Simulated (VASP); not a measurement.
Here is a VASP 6.6.1 calculation.

File INCAR:

```
  PREC = Accurate
  ENCUT = 520
  EDIFF = 1E-6
  ISMEAR = 0
  SIGMA = 0.15
  LREAL = False
  LASPH = True
  NELM = 80
  ALGO = Fast
  ISIF = 2
  LWAVE = False
  LCHARG = True
  GGA = PE
  LELF = True
  LVHAR = True
  NBANDS = 18
```

The input KPOINTS:

```
regular mesh
0
Gamma
  18 18 18
```

Contents of POSCAR:

```
TiAl3
1.0
   -1.9226734293      1.9226734293      4.3114047961
    1.9226734293     -1.9226734293      4.3114047961
    1.9226734293      1.9226734293     -4.3114047961
Ti Al
1 3
Direct
   -0.0009448375     -0.0009448375      0.0000000000
    0.5017395722      0.5017395722      0.0000000000
    0.7499683154      0.2499683154      0.5000000000
    0.2499683154      0.7499683154      0.5000000000
```

Potentials or basis: VASP PAW PBE potentials, release 64 (Ti_sv, Al).

Launch:

```console
$ cat potpaw_PBE.64/Ti_sv/POTCAR potpaw_PBE.64/Al/POTCAR > POTCAR
$ mpirun -np 1 vasp_std > vasp.out
```

Problem. Estimate the band gap on the k mesh.

Solution. Zero (an odd number of electrons rules out a gap without spin polarisation).

Problem. Predict the pressure.

Solution. 0.0 GPa.

Forces in eV/Å, atoms in the order of the input:
```
Ti   0.000  0.000  0.055
Al   0.000  0.000 -0.057
Al   0.000  0.000  0.001
Al   0.000  0.000  0.001
```

Caveat: the cell differs from its parent crystal (atoms displaced along a vibrational mode).
